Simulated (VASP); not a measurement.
# Nb2MoN3 (P4mm) in VASP: single point with PBE

Aim: the single point of Nb2MoN3 with PBE.

All numbers are computed with VASP 6.6.1; they aren't measurements. Logs are shortened: lines on timing, memory, paths and dates and some standing lists are left out, and cuts for length are marked.

## Step 1: The cell of the first run

Symmetry: P4mm, No. 99, tetragonal system. Conventional cell: a = 4.032 Å, b = 4.032 Å, c = 5.125 Å, α = 90.00°, β = 90.00°, γ = 90.00°. Nb (site symmetry 2mm) has 3 N at 1.89 to 2.16 Å within 2.5 Å. Within 2.7 Å of Mo (site symmetry 4mm) lie 5 N at 2.02 to 2.07 Å. N (site symmetry 2mm) has 1 Nb at 1.89 Å and 2 Mo at 2.07 Å within 2.5 Å. Within 2.7 Å of N (site symmetry 4mm) lie 1 Mo at 2.02 Å and 4 Nb at 2.16 Å.

The cell was built from a structure type or drawn by symmetry, and may not be a known phase.

## Step 2: Single point, PBE, collinear spin

The input, INCAR:

```
  ALGO = Normal
  EDIFF = 1E-6
  ENCUT = 600
  GGA = PE
  GGA_COMPAT = False
  ISIF = 2
  ISMEAR = 0
  ISPIN = 2
  LASPH = True
  LCHARG = False
  LMAXMIX = 4
  LORBIT = 11
  LREAL = False
  LWAVE = False
  MAGMOM = 0 0 1 0 0 0
  NBANDS = 40
  NELM = 200
  PREC = Accurate
  SIGMA = 0.15
```

The input, KPOINTS:

```
k-points
0
Gamma
  3 3 2
```

The input, POSCAR:

```
Nb2MoN3
1.0
    4.0320780628      0.0000000000      0.0000000000
    0.0000000000      4.0320780628      0.0000000000
    0.0000000000      0.0000000000      5.1249010029
Nb Mo N
2 1 3
Direct
    0.5000000000      0.0000000000      0.0959197207
    0.0000000000      0.5000000000      0.0959197207
    0.5000000000      0.5000000000      0.5525741667
    0.5000000000      0.0000000000      0.4646708881
    0.0000000000      0.5000000000      0.4646708881
    0.5000000000      0.5000000000      0.9462085657
```

Potentials or basis: VASP PAW PBE potentials, release 64 (Nb_sv, Mo_sv, N).

Launch:

```console
cat potpaw_PBE.64/Nb_sv/POTCAR potpaw_PBE.64/Mo_sv/POTCAR potpaw_PBE.64/N/POTCAR > POTCAR
mpirun -np 1 vasp_std > vasp.out
```

OUTCAR:

```text
EDIFF = 1E-6
   ENCUT = 600
   GGA = PE
   ISIF = 2
   ISMEAR = 0
   ISPIN = 2
   LASPH = True
   LORBIT = 11
   LREAL = False
   NELM = 200
   PREC = Accurate

 ion  position               nearest neighbor table
   1  0.500  0.000  0.096-   4 1.89   6 2.16   6 2.16   2 2.85   2 2.85   2 2.85   2 2.85   3 3.09
                             3 3.09
   2  0.000  0.500  0.096-   5 1.89   6 2.16   6 2.16   1 2.85   1 2.85   1 2.85   1 2.85   3 3.09
                             3 3.09
   3  0.500  0.500  0.553-   6 2.02   5 2.07   4 2.07   4 2.07   5 2.07   1 3.09   2 3.09   2 3.09
                             1 3.09
   4  0.500  0.000  0.465-   1 1.89   3 2.07   3 2.07
   5  0.000  0.500  0.465-   2 1.89   3 2.07   3 2.07
   6  0.500  0.500  0.946-   3 2.02   2 2.16   1 2.16   1 2.16   2 2.16

  LATTYP: Found a simple tetragonal cell.
 ALAT       =     4.0320780628
 C/A-ratio  =     1.2710321881

  Lattice vectors:

 A1 = (   4.0320780628,   0.0000000000,   0.0000000000)
 A2 = (   0.0000000000,   4.0320780628,   0.0000000000)
 A3 = (   0.0000000000,   0.0000000000,   5.1249010029)

Analysis of symmetry for initial positions (statically):
=====================================================================
 Subroutine PRICEL returns:
 Original cell was already a primitive cell.

 Routine SETGRP: Setting up the symmetry group for a
 simple tetragonal supercell.

 Subroutine GETGRP returns: Found  8 space group operations
 (whereof  8 operations were pure point group operations)
 out of a pool of 16 trial point group operations.

The static configuration has the point symmetry C_4v.

Analysis of symmetry for dynamics (positions and initial velocities):
=====================================================================
 Subroutine PRICEL returns:
 Original cell was already a primitive cell.

 Routine SETGRP: Setting up the symmetry group for a
 simple tetragonal supercell.

 Subroutine GETGRP returns: Found  8 space group operations
 (whereof  8 operations were pure point group operations)
 out of a pool of 16 trial point group operations.

The dynamic configuration has the point symmetry C_4v.

Analysis of structural, dynamic, and magnetic symmetry:
=====================================================================
 Subroutine PRICEL returns:
 Original cell was already a primitive cell.

 Routine SETGRP: Setting up the symmetry group for a
 simple tetragonal supercell.

 Subroutine GETGRP returns: Found  8 space group operations
 (whereof  8 operations were pure point group operations)
 out of a pool of 16 trial point group operations.

The overall configuration has the point symmetry C_4v.

 Subroutine INISYM returns: Found  8 space group operations
 (whereof  8 operations are pure point group operations),
 and found     1 'primitive' translations

----------------------------------------------------------------------------------------

                                     Primitive cell

  volume of cell :      83.3189

  direct lattice vectors                    reciprocal lattice vectors
     4.032078063  0.000000000  0.000000000     0.248011071  0.000000000  0.000000000
     0.000000000  4.032078063  0.000000000     0.000000000  0.248011071  0.000000000
     0.000000000  0.000000000  5.124901003     0.000000000  0.000000000  0.195125720

  length of vectors
     4.032078063  4.032078063  5.124901003     0.248011071  0.248011071  0.195125720

  position of ions in fractional coordinates (direct lattice)
     0.500000000  0.000000000  0.095919721
     0.000000000  0.500000000  0.095919721
     0.500000000  0.500000000  0.552574167
     0.500000000  0.000000000  0.464670888
     0.000000000  0.500000000  0.464670888
     0.500000000  0.500000000  0.946208566

  ion indices of the primitive-cell ions
   primitive index   ion index
                 1           1
                 2           2
                 3           3
                 4           4
                 5           5
                 6           6

----------------------------------------------------------------------------------------

 KPOINTS: k-points

Automatic generation of k-mesh.
 Grid dimensions read from file:
 generate k-points for:    3    3    2

 Generating k-lattice:

  Cartesian coordinates                     Fractional coordinates (reciprocal lattice)
     0.082670357  0.000000000  0.000000000     0.333333333  0.000000000  0.000000000
     0.000000000  0.082670357  0.000000000     0.000000000  0.333333333  0.000000000
     0.000000000  0.000000000  0.097562860     0.000000000  0.000000000  0.500000000

  Length of vectors
     0.082670357  0.082670357  0.097562860

  Shift w.r.t. Gamma in fractional coordinates (k-lattice)
     0.000000000  0.000000000  0.000000000

 Subroutine IBZKPT returns following result:
 ===========================================

 Found      6 irreducible k-points:

 Following reciprocal coordinates:
            Coordinates               Weight
  0.000000  0.000000  0.000000      1.000000
  0.333333  0.000000  0.000000      4.000000
  0.333333  0.333333  0.000000      4.000000
  0.000000  0.000000  0.500000      1.000000
  0.333333  0.000000  0.500000      4.000000
  0.333333  0.333333  0.500000      4.000000
   k-points           NKPTS =      6   k-points in BZ     NKDIM =      6   number of bands    NBANDS=     40
   number of dos      NEDOS =    301   number of ions     NIONS =      6
   total plane-waves  NPLWV =  43008
   dimension x,y,z NGX =    32 NGY =   32 NGZ =   42
   dimension x,y,z NGXF=    64 NGYF=   64 NGZF=   84
   ions per type =               2   1   3
   NGX,Y,Z   is equivalent  to a cutoff of  13.19, 13.19, 13.62 a.u.
   NGXF,Y,Z  is equivalent  to a cutoff of  26.39, 26.39, 27.25 a.u.
 SYSTEM =  unknown system
   PREC   = accura    normal or accurate (medium, high low for compatibility)
   ISTART =      0    job   : 0-new  1-cont  2-samecut
   ICHARG =      2    charge: 1-file 2-atom 10-const
   ISPIN  =      2    spin polarized calculation?
   LNONCOLLINEAR =      F non collinear calculations
   LSORBIT =      F    spin-orbit coupling
   LASPH  =      T    aspherical Exc in radial PAW
   ENCUT  =  600.0 eV  44.10 Ry    6.64 a.u.   8.05  8.05 10.24*2*pi/ulx,y,z
   NELM   =    200;   NELMIN=  2; NELMDL= -5     # of ELM steps
   EDIFF  = 0.1E-05   stopping-criterion for ELM
   LREAL  =      F    real-space projection
   EDIFFG = 0.1E-04   stopping-criterion for IOM
   NSW    =      0    number of steps for IOM
   IBRION =     -1    ionic relax: 0-MD 1-quasi-New 2-CG
   NFREE  =      0    steps in history (QN), initial steepest desc. (CG)
   ISIF   =      2    stress and relaxation
   ISYM   =      2    0-nonsym 1-usesym 2-fastsym
   POTIM  = 0.5000    time-step for ionic-motion
   TEBEG  =    0.0;   TEEND  =   0.0 temperature during run
   PSTRESS=    0.0 pullay stress
   NELECT =      55.0000    total number of electrons
   NUPDOWN=      -1.0000    fix difference up-down
   EMIN   =  10.00;   EMAX   =-10.00  energy-range for DOS
   EFERMI =   0.00;   METHOD = LEGACY
   ISMEAR =     0;   SIGMA  =   0.15  broadening in eV -4-tet -1-fermi 0-gaus
   EFERMI_NEDOS =   21; number of points for ismear=-14 and -15
   IALGO  =     38    algorithm
   IMIX   =      4    mixing-type and parameters
     AMIX     =   0.40;   BMIX     =  1.00
     AMIX_MAG =   1.60;   BMIX_MAG =  1.00
  volume/ion in A,a.u.               =      13.89        93.71
  Fermi-wavevector in a.u.,A,eV,Ry     =   1.425437  2.693685 27.645268  2.031870
  Thomas-Fermi vector in A             =   2.545821
   LORBIT       =     11    0 simple, 1 ext, 2 COOP (PROOUT), +10 PAW based schemes
   GGA     = PE    functional components
   LHFCALC =     F    Hartree Fock is set to
   AEXX    =    0.0000 exact exchange contribution
   IVDW    =     0    specifies the selected vdW correction
   LEPSILON=     F    determine dielectric tensor
   LRPA    =     F    only Hartree local field effects (RPA)
 spin polarized calculation
 Gauss-broadening in eV      SIGMA  =   0.15
  energy-cutoff  :      600.00
  volume of cell :       83.32
 maximum number of plane-waves:      2804
   NGX = 17   NGY = 17   NGZ = 21

 number of electron      55.0000009 magnetization       0.0533897

 Free energy of the ion-electron system (eV)
  ---------------------------------------------------
  ext. energy  EPLUGINS =         0.00000000
  ---------------------------------------------------
  free energy    TOTEN  =       -57.83010317 eV

  energy without entropy =      -57.77224697  energy(sigma->0) =      -57.80117507

 E-fermi :   8.7983     XC(G=0): -11.5402

 val. band max:        8.7839996152   @ k =   0.3333   0.3333   0.5000
 cond. band min:       8.8085350627   @ k =   0.3333   0.3333   0.5000
 fundamental gap:      0.0245354475
 Fermi energy:         8.7983101189

 spin component 1

 k-point     1 :       0.0000    0.0000    0.0000
  band No.  band energies     occupation
      1     -53.3311      1.00000
      2     -46.5941      1.00000
      3     -46.3707      1.00000
      4     -27.4801      1.00000
      5     -27.4518      1.00000
      6     -27.4518      1.00000
[... 31 lines left out ...]
     38      12.9762      0.00000
     39      14.1922      0.00000

 k-point     2 :       0.3333    0.0000    0.0000
  band No.  band energies     occupation
      1     -53.3304      1.00000
      2     -46.5380      1.00000
      3     -46.4263      1.00000
      4     -27.4802      1.00000
      5     -27.4743      1.00000
      6     -27.4502      1.00000
[... 157 lines left out ...]
     38      13.5820      0.00000
     39      13.9738      0.00000

 k-point     6 :       0.3333    0.3333    0.5000
  band No.  band energies     occupation
      1     -53.3297      1.00000
      2     -46.5089      1.00000
      3     -46.4530      1.00000
      4     -27.4806      1.00000
      5     -27.4799      1.00000
      6     -27.4757      1.00000
[... 31 lines left out ...]
     38      14.4031      0.00000
     39      14.5409      0.00000
 Fermi energy:         8.7983101189

 spin component 2

 k-point     1 :       0.0000    0.0000    0.0000
  band No.  band energies     occupation
      1     -53.3050      1.00000
      2     -46.5912      1.00000
      3     -46.3678      1.00000
      4     -27.4473      1.00000
      5     -27.4256      1.00000
      6     -27.4256      1.00000
[... 31 lines left out ...]
     38      12.9823      0.00000
     39      14.1962      0.00000

 k-point     2 :       0.3333    0.0000    0.0000
  band No.  band energies     occupation
      1     -53.3044      1.00000
      2     -46.5351      1.00000
      3     -46.4234      1.00000
      4     -27.4536      1.00000
      5     -27.4419      1.00000
      6     -27.4240      1.00000
[... 157 lines left out ...]
     38      13.5915      0.00000
     39      13.9786      0.00000

 k-point     6 :       0.3333    0.3333    0.5000
  band No.  band energies     occupation
      1     -53.3037      1.00000
      2     -46.5060      1.00000
      3     -46.4501      1.00000
      4     -27.4542      1.00000
      5     -27.4538      1.00000
      6     -27.4432      1.00000
[... 31 lines left out ...]
     38      14.4058      0.00000
     39      14.5436      0.00000
 [bands above 39 left out]

------------------------ aborting loop because EDIFF is reached ----------------------------------------

  FORCE on cell =-STRESS in cart. coord.  units (eV):
  Direction    XX          YY          ZZ          XY          YZ          ZX
  --------------------------------------------------------------------------------------
  -------------------------------------------------------------------------------------
  Total        0.1003305      0.1003305     -0.2478541      0.0000000      0.0000000      0.0000000
  in kB        1.9293025      1.9293025     -4.7661024      0.0000000      0.0000000      0.0000000
  external PRESSURE =      -0.3024991 kB  Pullay stress =       0.0000000 kB

 VOLUME and BASIS-vectors are now :
 -----------------------------------------------------------------------------
  energy-cutoff  :      600.00
  volume of cell :       83.32
      direct lattice vectors                 reciprocal lattice vectors
     4.032078063  0.000000000  0.000000000     0.248011071  0.000000000  0.000000000
     0.000000000  4.032078063  0.000000000     0.000000000  0.248011071  0.000000000
     0.000000000  0.000000000  5.124901003     0.000000000  0.000000000  0.195125720

 POSITION                                       TOTAL-FORCE (eV/Angst)
 -----------------------------------------------------------------------------------
      2.01604      0.00000      0.49158         0.000000      0.000000      0.018808
      0.00000      2.01604      0.49158        -0.000000      0.000000      0.018808
      2.01604      2.01604      2.83189         0.000000      0.000000     -0.036657
      2.01604      0.00000      2.38139         0.000000      0.000000     -0.021658
      0.00000      2.01604      2.38139         0.000000      0.000000     -0.021658
      2.01604      2.01604      4.84923         0.000000     -0.000000      0.042356
 -----------------------------------------------------------------------------------
    total drift:                                0.000000      0.000000      0.000176

  FREE ENERGIE OF THE ION-ELECTRON SYSTEM (eV)
  ---------------------------------------------------
  free  energy   TOTEN  =       -57.8301031659 eV

  energy  without entropy=      -57.7722469700  energy(sigma->0) =      -57.80117507

 total charge

# of ion       s       p       d       tot
------------------------------------------
    1        2.199   6.025   2.585  10.809
    2        2.199   6.025   2.585  10.809
    3        2.324   6.222   3.850  12.396
    4        1.278   2.426   0.000   3.704
    5        1.278   2.426   0.000   3.704
    6        1.250   2.485   0.000   3.735
--------------------------------------------------
tot         10.527  25.608   9.021  45.156

 magnetization (x)

# of ion       s       p       d       tot
------------------------------------------
    1        0.000   0.000   0.004   0.004
    2        0.000   0.000   0.004   0.004
    3        0.001   0.001   0.036   0.037
    4        0.000  -0.001   0.000  -0.001
    5        0.000  -0.001   0.000  -0.001
    6        0.000   0.002   0.000   0.002
--------------------------------------------------
tot          0.001   0.001   0.044   0.046
```

It took 2.1 min on 1 thread of Intel Xeon 8259CL, shared host; peak memory 0.25 GiB.

What came out:

| Item | Value |
| --- | --- |
| Free energy | -57.8301 eV |
| Pressure | 0.0 GPa |
| Largest force | 0.042 eV/Å |
| Net moment | 0.05 μB per cell |
| Site moments | Nb +0.00; Mo +0.04; N -0.00, +0.00 (each value once) μB |
| Valence electrons inside the program's atomic spheres | Nb 10.81; Mo 12.40; N 3.70, 3.73 (each value once) |

Forces on the atoms (eV/Å):
```
Nb   0.000  0.000  0.019
Nb   0.000  0.000  0.019
Mo   0.000  0.000 -0.037
N    0.000  0.000 -0.022
N    0.000  0.000 -0.022
N    0.000  0.000  0.042
```

Stress tensor (GPa, compression positive):
```
 0.19  0.00  0.00
 0.00  0.19  0.00
 0.00  0.00 -0.48
```

Levels at points of the mesh, in eV from the Fermi level:
Spin up:
| k point | band 24 | band 25 | band 26 | band 27 | band 28 | band 29 | band 30 | band 31 |
| --- | --- | --- | --- | --- | --- | --- | --- | --- |
| (0.00, 0.00, 0.00) | -3.11 | -2.10 | -2.10 | -0.73 | 0.25 | 1.01 | 1.01 | 1.81 |
| (0.00, 0.00, 0.50) | -3.01 | -2.27 | -2.27 | -0.92 | 1.21 | 1.21 | 2.37 | 2.37 |
Spin down:
```
           k point  band 24  band 25  band 26  band 27  band 28  band 29  band 30  band 31
(0.00, 0.00, 0.00)    -3.11    -2.09    -2.09    -0.70     0.27     1.04     1.04     1.82
(0.00, 0.00, 0.50)    -3.00    -2.27    -2.27    -0.90     1.23     1.23     2.38     2.38
```

Caveat: the k points lie up to 0.61 Å⁻¹ apart.
